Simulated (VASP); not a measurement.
# Ge2Sb2Te5 (Cm) in VASP: further runs

Runs on Ge2Sb2Te5. Level: PBE. Tasks: single point.

All numbers are computed with VASP 6.6.1; they aren't measurements. Logs are shortened: lines on timing, memory, paths and dates and some standing lists are left out, and cuts for length are marked.

## (1) The cell of the first run

The structure is monoclinic, space group Cm (No. 8). The conventional cell has a = 13.678 Å, b = 6.132 Å, c = 9.672 Å, α = 90.00°, β = 134.93°, γ = 90.00°. Ge (site symmetry m) has 6 Te at 2.85 to 3.20 Å within 3.8 Å. Within 3.7 Å of Ge (site symmetry m) lie 6 Te at 2.82 to 3.19 Å. Within 3.9 Å of Sb (site symmetry m) lie 6 Te at 2.98 to 3.20 Å. Sb (site symmetry m) has 6 Te at 2.95 to 3.19 Å within 3.9 Å. Te (site symmetry m) has 3 Sb at 2.98 to 3.07 Å and 2 Ge at 3.05 to 3.20 Å within 3.9 Å. Te (site symmetry m) has 2 Ge at 2.95 to 3.00 Å and 2 Sb at 3.02 to 3.06 Å within 3.9 Å. Te (site symmetry m) has 3 Ge at 2.82 to 3.07 Å and 2 Sb at 3.14 to 3.19 Å within 3.7 Å. Within 3.9 Å of Te (site symmetry m) lie 2 Sb at 2.95 to 3.20 Å and 3 Ge at 3.07 to 3.08 Å.

## (2) Single point, PBE

Contents of INCAR:

```
SYSTEM = Ge2Sb2Te5
PREC = Accurate
ENCUT = 520
EDIFF = 1E-6
ISMEAR = 0
SIGMA = 0.01
LREAL = .FALSE.
LASPH = .TRUE.
NELM = 100
ALGO = Normal
ISIF = 2
LWAVE = .FALSE.
LCHARG = .FALSE.
GGA = PE
NBANDS = 44
```

Contents of KPOINTS:

```
regular mesh
0
G
  4 4 2
  0 0 0
```

Contents of POSCAR:

```
Ge2Sb2Te5
1.0
    6.8391360000     -3.0660060000      0.0000000000
    6.8391360000      3.0660060000      0.0000000000
   -6.8309770000      0.0000000000      6.8476090000
Ge Sb Te
2 2 5
Direct
    0.4973430000      0.4973430000      0.0110440000
    0.2842870000      0.2842870000      0.1878300000
    0.1118700000      0.1118700000      0.4173520000
    0.9017080000      0.9017080000      0.5878730000
    0.3999590000      0.3999590000      0.5971180000
    0.2065190000      0.2065190000      0.8098030000
    0.0083240000      0.0083240000      0.0064350000
    0.7952880000      0.7952880000      0.1961120000
    0.5947020000      0.5947020000      0.3864330000
```

Potentials or basis: VASP PAW PBE potentials, release 64 (Ge_d, Sb, Te).

The run is started by

```sh
> cat potpaw_PBE.64/Ge_d/POTCAR potpaw_PBE.64/Sb/POTCAR potpaw_PBE.64/Te/POTCAR > POTCAR
> mpirun -np 1 vasp_std > vasp.out
```

OUTCAR:

```text
SYSTEM = Ge2Sb2Te5
   PREC = Accurate
   ENCUT = 520
   EDIFF = 1E-6
   ISMEAR = 0
   LREAL = .FALSE.
   LASPH = .TRUE.
   NELM = 100
   ISIF = 2
   GGA = PE

 ion  position               nearest neighbor table
   1  0.497  0.497  0.011-   9 2.85   6 2.95   7 3.07   7 3.07   8 3.08   5 3.20
   2  0.284  0.284  0.188-   7 2.82   6 3.00   5 3.05   8 3.07   8 3.07   9 3.19
   3  0.112  0.112  0.417-   5 2.98   6 3.02   9 3.07   9 3.07   7 3.14   8 3.20
   4  0.902  0.902  0.588-   8 2.95   6 3.06   5 3.07   5 3.07   9 3.14   7 3.19
   5  0.400  0.400  0.597-   3 2.98   2 3.05   4 3.07   4 3.07   1 3.20
   6  0.207  0.207  0.810-   1 2.95   2 3.00   3 3.02   4 3.06
   7  0.008  0.008  0.006-   2 2.82   1 3.07   1 3.07   3 3.14   4 3.19
   8  0.795  0.795  0.196-   4 2.95   2 3.07   2 3.07   1 3.08   3 3.20
   9  0.595  0.595  0.386-   1 2.85   3 3.07   3 3.07   4 3.14   2 3.19

  LATTYP: Found a base centered monoclinic cell.
 ALAT       =    13.6782720000
 B/A-ratio  =     0.4483031190
 C/A-ratio  =     0.7071235363
 COS(beta)  =    -0.7062464773

  Lattice vectors:

 A1 = (   6.8391360000,  -3.0660060000,   0.0000000000)
 A2 = (   6.8391360000,   3.0660060000,   0.0000000000)
 A3 = (  -6.8309770000,   0.0000000000,   6.8476090000)

Analysis of symmetry for initial positions (statically):
=====================================================================
 Subroutine PRICEL returns:
 Original cell was already a primitive cell.

 Routine SETGRP: Setting up the symmetry group for a
 base centered monoclinic supercell.

 Subroutine GETGRP returns: Found  2 space group operations
 (whereof  2 operations were pure point group operations)
 out of a pool of  4 trial point group operations.

The static configuration has the point symmetry C_1h.

Analysis of symmetry for dynamics (positions and initial velocities):
=====================================================================
 Subroutine PRICEL returns:
 Original cell was already a primitive cell.

 Routine SETGRP: Setting up the symmetry group for a
 base centered monoclinic supercell.

 Subroutine GETGRP returns: Found  2 space group operations
 (whereof  2 operations were pure point group operations)
 out of a pool of  4 trial point group operations.

The dynamic configuration has the point symmetry C_1h.

 Subroutine INISYM returns: Found  2 space group operations
 (whereof  2 operations are pure point group operations),
 and found     1 'primitive' translations

----------------------------------------------------------------------------------------

                                     Primitive cell

  volume of cell :     287.1727

  direct lattice vectors                    reciprocal lattice vectors
     6.839136000 -3.066006000  0.000000000     0.073108650 -0.163078611  0.072931078
     6.839136000  3.066006000  0.000000000     0.073108650  0.163078611  0.072931078
    -6.830977000  0.000000000  6.847609000     0.000000000  0.000000000  0.146036376

  length of vectors
     7.494943230  7.494943230  9.672228068     0.193024481  0.193024481  0.146036376

  position of ions in fractional coordinates (direct lattice)
     0.497343000  0.497343000  0.011044000
     0.284287000  0.284287000  0.187830000
     0.111870000  0.111870000  0.417352000
     0.901708000  0.901708000  0.587873000
     0.399959000  0.399959000  0.597118000
     0.206519000  0.206519000  0.809803000
     0.008324000  0.008324000  0.006435000
     0.795288000  0.795288000  0.196112000
     0.594702000  0.594702000  0.386433000

  ion indices of the primitive-cell ions
   primitive index   ion index
                 1           1
                 2           2
                 3           3
                 4           4
                 5           5
                 6           6
                 7           7
                 8           8
                 9           9

----------------------------------------------------------------------------------------

 KPOINTS: regular mesh

Automatic generation of k-mesh.
 Grid dimensions read from file:
 generate k-points for:    4    4    2

 Generating k-lattice:

  Cartesian coordinates                     Fractional coordinates (reciprocal lattice)
     0.018277162 -0.040769653  0.018232770     0.250000000  0.000000000 -0.000000000
     0.018277162  0.040769653  0.018232770     0.000000000  0.250000000 -0.000000000
     0.000000000  0.000000000  0.073018188     0.000000000  0.000000000  0.500000000

  Length of vectors
     0.048256120  0.048256120  0.073018188

  Shift w.r.t. Gamma in fractional coordinates (k-lattice)
     0.000000000  0.000000000  0.000000000

 Subroutine IBZKPT returns following result:
 ===========================================

 Found     14 irreducible k-points:

 Following reciprocal coordinates:
            Coordinates               Weight
  0.000000  0.000000  0.000000      1.000000
  0.250000 -0.000000 -0.000000      4.000000
  0.500000 -0.000000 -0.000000      2.000000
  0.250000  0.250000 -0.000000      2.000000
  0.500000  0.250000 -0.000000      4.000000
 -0.250000  0.250000  0.000000      2.000000
  0.500000  0.500000 -0.000000      1.000000
  0.000000  0.000000  0.500000      1.000000
  0.250000 -0.000000  0.500000      4.000000
  0.500000 -0.000000  0.500000      2.000000
  0.250000  0.250000  0.500000      2.000000
  0.500000  0.250000  0.500000      4.000000
 -0.250000  0.250000  0.500000      2.000000
  0.500000  0.500000  0.500000      1.000000
   k-points           NKPTS =     14   k-points in BZ     NKDIM =     14   number of bands    NBANDS=     44
   number of dos      NEDOS =    301   number of ions     NIONS =      9
   total plane-waves  NPLWV = 225792
   dimension x,y,z NGX =    56 NGY =   56 NGZ =   72
   dimension x,y,z NGXF=   112 NGYF=  112 NGZF=  144
   ions per type =               2   2   5
   NGX,Y,Z   is equivalent  to a cutoff of  12.42, 12.42, 12.38 a.u.
   NGXF,Y,Z  is equivalent  to a cutoff of  24.84, 24.84, 24.75 a.u.
 SYSTEM =  Ge2Sb2Te5
   PREC   = accura    normal or accurate (medium, high low for compatibility)
   ISTART =      0    job   : 0-new  1-cont  2-samecut
   ICHARG =      2    charge: 1-file 2-atom 10-const
   ISPIN  =      1    spin polarized calculation?
   LNONCOLLINEAR =      F non collinear calculations
   LSORBIT =      F    spin-orbit coupling
   LASPH  =      T    aspherical Exc in radial PAW
   ENCUT  =  520.0 eV  38.22 Ry    6.18 a.u.  13.94 13.94 17.98*2*pi/ulx,y,z
   NELM   =    100;   NELMIN=  2; NELMDL= -5     # of ELM steps
   EDIFF  = 0.1E-05   stopping-criterion for ELM
   LREAL  =      F    real-space projection
   EDIFFG = 0.1E-04   stopping-criterion for IOM
   NSW    =      0    number of steps for IOM
   IBRION =     -1    ionic relax: 0-MD 1-quasi-New 2-CG
   NFREE  =      0    steps in history (QN), initial steepest desc. (CG)
   ISIF   =      2    stress and relaxation
   ISYM   =      2    0-nonsym 1-usesym 2-fastsym
   POTIM  = 0.5000    time-step for ionic-motion
   TEBEG  =    0.0;   TEEND  =   0.0 temperature during run
   PSTRESS=    0.0 pullay stress
   NELECT =      68.0000    total number of electrons
   NUPDOWN=      -1.0000    fix difference up-down
   EMIN   =  10.00;   EMAX   =-10.00  energy-range for DOS
   EFERMI =   0.00;   METHOD = LEGACY
   ISMEAR =     0;   SIGMA  =   0.01  broadening in eV -4-tet -1-fermi 0-gaus
   EFERMI_NEDOS =   21; number of points for ismear=-14 and -15
   IALGO  =     38    algorithm
   IMIX   =      4    mixing-type and parameters
     AMIX     =   0.40;   BMIX     =  1.00
     AMIX_MAG =   1.60;   BMIX_MAG =  1.00
  volume/ion in A,a.u.               =      31.91       215.33
  Fermi-wavevector in a.u.,A,eV,Ry     =   1.012815  1.913943 13.956774  1.025794
  Thomas-Fermi vector in A             =   2.145947
   LORBIT       =      0    0 simple, 1 ext, 2 COOP (PROOUT), +10 PAW based schemes
   GGA     = PE    functional components
   LHFCALC =     F    Hartree Fock is set to
   AEXX    =    0.0000 exact exchange contribution
   IVDW    =     0    specifies the selected vdW correction
   LEPSILON=     F    determine dielectric tensor
   LRPA    =     F    only Hartree local field effects (RPA)
 non-spin polarized calculation
 Gauss-broadening in eV      SIGMA  =   0.01
  energy-cutoff  :      520.00
  volume of cell :      287.17
 maximum number of plane-waves:      7788
   NGX = 27   NGY = 27   NGZ = 35

 number of electron      68.0000002 magnetization

 Free energy of the ion-electron system (eV)
  ---------------------------------------------------
  ext. energy  EPLUGINS =         0.00000000
  ---------------------------------------------------
  free energy    TOTEN  =       -33.47896141 eV

  energy without entropy =      -33.47896105  energy(sigma->0) =      -33.47896123

 E-fermi :   5.2523     XC(G=0):  -9.1315

 val. band max:        5.2247981418   @ k =   0.5000  -0.0000  -0.0000
 cond. band min:       5.2798459643   @ k =   0.5000  -0.0000  -0.0000
 fundamental gap:      0.0550478225
 Fermi energy:         5.2523220539

 k-point     1 :       0.0000    0.0000    0.0000
  band No.  band energies     occupation
      1     -19.4262      2.00000
      2     -19.4206      2.00000
      3     -19.4183      2.00000
      4     -19.4112      2.00000
      5     -19.4053      2.00000
      6     -19.4048      2.00000
[... 36 lines left out ...]
     43       9.8667      0.00000
     44       9.9957      0.00000

 k-point     2 :       0.2500   -0.0000   -0.0000
  band No.  band energies     occupation
      1     -19.4262      2.00000
      2     -19.4206      2.00000
      3     -19.4183      2.00000
      4     -19.4112      2.00000
      5     -19.4053      2.00000
      6     -19.4048      2.00000
[... 36 lines left out ...]
     43       9.0544      0.00000
     44       9.0955      0.00000

 k-point     3 :       0.5000   -0.0000   -0.0000
  band No.  band energies     occupation
      1     -19.4262      2.00000
      2     -19.4206      2.00000
      3     -19.4182      2.00000
      4     -19.4112      2.00000
      5     -19.4053      2.00000
      6     -19.4049      2.00000
[... 36 lines left out ...]
     43       8.5924      0.00000
     44       8.7820      0.00000

 k-point     4 :       0.2500    0.2500   -0.0000
  band No.  band energies     occupation
      1     -19.4263      2.00000
      2     -19.4206      2.00000
      3     -19.4183      2.00000
      4     -19.4112      2.00000
      5     -19.4053      2.00000
      6     -19.4048      2.00000
[... 412 lines left out ...]
     43       8.7969      0.00000
     44       9.2431      0.00000

 k-point    13 :      -0.2500    0.2500    0.5000
  band No.  band energies     occupation
      1     -19.4262      2.00000
      2     -19.4206      2.00000
      3     -19.4182      2.00000
      4     -19.4112      2.00000
      5     -19.4053      2.00000
      6     -19.4049      2.00000
[... 36 lines left out ...]
     43       8.0984      0.00000
     44       8.4583      0.00000

 k-point    14 :       0.5000    0.5000    0.5000
  band No.  band energies     occupation
      1     -19.4263      2.00000
      2     -19.4206      2.00000
      3     -19.4183      2.00000
      4     -19.4112      2.00000
      5     -19.4053      2.00000
      6     -19.4048      2.00000
[... 36 lines left out ...]
     43       9.5671      0.00000
     44       9.7605      0.00000

------------------------ aborting loop because EDIFF is reached ----------------------------------------

  FORCE on cell =-STRESS in cart. coord.  units (eV):
  Direction    XX          YY          ZZ          XY          YZ          ZX
  --------------------------------------------------------------------------------------
  -------------------------------------------------------------------------------------
  Total        0.7190707     -0.7371816     -0.1104821      0.0000000      0.0000000     -0.3370287
  in kB        4.0117976     -4.1128405     -0.6163951      0.0000000      0.0000000     -1.8803307
  external PRESSURE =      -0.2391460 kB  Pullay stress =       0.0000000 kB

 VOLUME and BASIS-vectors are now :
 -----------------------------------------------------------------------------
  energy-cutoff  :      520.00
  volume of cell :      287.17
      direct lattice vectors                 reciprocal lattice vectors
     6.839136000 -3.066006000  0.000000000     0.073108650 -0.163078611  0.072931078
     6.839136000  3.066006000  0.000000000     0.073108650  0.163078611  0.072931078
    -6.830977000  0.000000000  6.847609000     0.000000000  0.000000000  0.146036376

 POSITION                                       TOTAL-FORCE (eV/Angst)
 -----------------------------------------------------------------------------------
      6.72735      0.00000      0.07562         0.005469      0.000000      0.057654
      2.60549      0.00000      1.28619        -0.088802      0.000000      0.036488
     -1.32073      0.00000      2.85786        -0.089959      0.000000      0.063089
      8.31806      0.00000      4.02552        -0.089351      0.000000     -0.092253
      1.39185      0.00000      4.08883         0.109111      0.000000     -0.032641
     -2.70692      0.00000      5.54521         0.086350      0.000000     -0.061468
      0.06990      0.00000      0.04406        -0.056660      0.000000      0.030691
      9.53853      0.00000      1.34290         0.060823      0.000000     -0.051987
      5.49478      0.00000      2.64614         0.063019      0.000000      0.050426
 -----------------------------------------------------------------------------------
    total drift:                               -0.000636     -0.000000      0.001005

  FREE ENERGIE OF THE ION-ELECTRON SYSTEM (eV)
  ---------------------------------------------------
  free  energy   TOTEN  =       -33.4789614107 eV

  energy  without entropy=      -33.4789610491  energy(sigma->0) =      -33.47896123
```

It took 2.5 min on 1 thread of Intel Xeon 6975P-C (Granite Rapids), shared host; peak memory 0.58 GiB.

What came out:

* Free energy: -33.4790 eV
* Pressure: 0.0 GPa
* Largest force: 0.128 eV/Å
* Band gap on the k mesh: 0.06 eV, direct

Forces in eV/Å, atoms in the order of the input:
```
Ge   0.005  0.000  0.058
Ge  -0.089  0.000  0.036
Sb  -0.090  0.000  0.063
Sb  -0.089  0.000 -0.092
Te   0.109  0.000 -0.033
Te   0.086  0.000 -0.061
Te  -0.057  0.000  0.031
Te   0.061  0.000 -0.052
Te   0.063  0.000  0.050
```

Caveat: the k points lie up to 0.46 Å⁻¹ apart; spin-orbit coupling is left out, which moves the levels of the heavy elements. A k mesh can miss the band edges.

## (3) Single point, PBE

Contents of INCAR:

```
SYSTEM = Ge2Sb2Te5
PREC = Accurate ; ENCUT = 520
EDIFF = 1E-6 ; ISMEAR = 0
SIGMA = 0.01 ; LREAL = .FALSE.
LASPH = .TRUE. ; NELM = 80
ALGO = Normal ; ISIF = 2
LWAVE = .FALSE. ; LCHARG = .FALSE.
GGA = PE ; NBANDS = 44
```

Contents of KPOINTS:

```
regular mesh
0
G
  4 4 3
  0 0 0
```

POSCAR is that of step 2.

Potentials or basis: VASP PAW PBE potentials, release 64 (Ge_d, Sb, Te).

The run is started by

```sh
> cat potpaw_PBE.64/Ge_d/POTCAR potpaw_PBE.64/Sb/POTCAR potpaw_PBE.64/Te/POTCAR > POTCAR
> mpirun -np 1 vasp_std > vasp.out
```

It took 2.6 min on 1 thread of Intel Xeon 6975P-C (Granite Rapids), shared host; peak memory 0.61 GiB.

It converged, with:

- Free energy: -33.5899 eV
- Pressure: -0.2 GPa
- Largest force: 0.151 eV/Å
- Band gap on the k mesh: 0.06 eV, direct

Forces in eV/Å, atoms in the order of the input:
```
Ge  -0.042  0.000  0.049
Ge  -0.150  0.000  0.018
Sb   0.004  0.000  0.060
Sb   0.003  0.000 -0.052
Te   0.048  0.000 -0.030
Te   0.035  0.000 -0.017
Te  -0.018  0.000 -0.022
Te   0.077  0.000 -0.038
Te   0.043  0.000  0.032
```

Stress tensor (GPa, compression positive):
```
-0.20  0.00 -0.12
 0.00 -0.18  0.00
-0.12  0.00 -0.07
```

Levels at points of the mesh, in eV from the valence-band top:
| k point | band 31 | band 32 | band 33 | band 34 | band 35 | band 36 | band 37 | band 38 |
| --- | --- | --- | --- | --- | --- | --- | --- | --- |
| (0.00, 0.00, 0.00) | -0.80 | -0.50 | -0.42 | -0.41 | 1.05 | 1.34 | 2.43 | 2.47 |
| (0.50, 0.00, 0.00) | -0.77 | -0.69 | -0.54 | 0.00 | 0.06 | 0.58 | 0.69 | 1.16 |
| (0.50, 0.50, 0.00) | -2.25 | -0.83 | -0.80 | -0.79 | 2.14 | 2.64 | 2.81 | 3.06 |

Caveat: spin-orbit coupling is left out, which moves the levels of the heavy elements. A k mesh can miss the band edges.
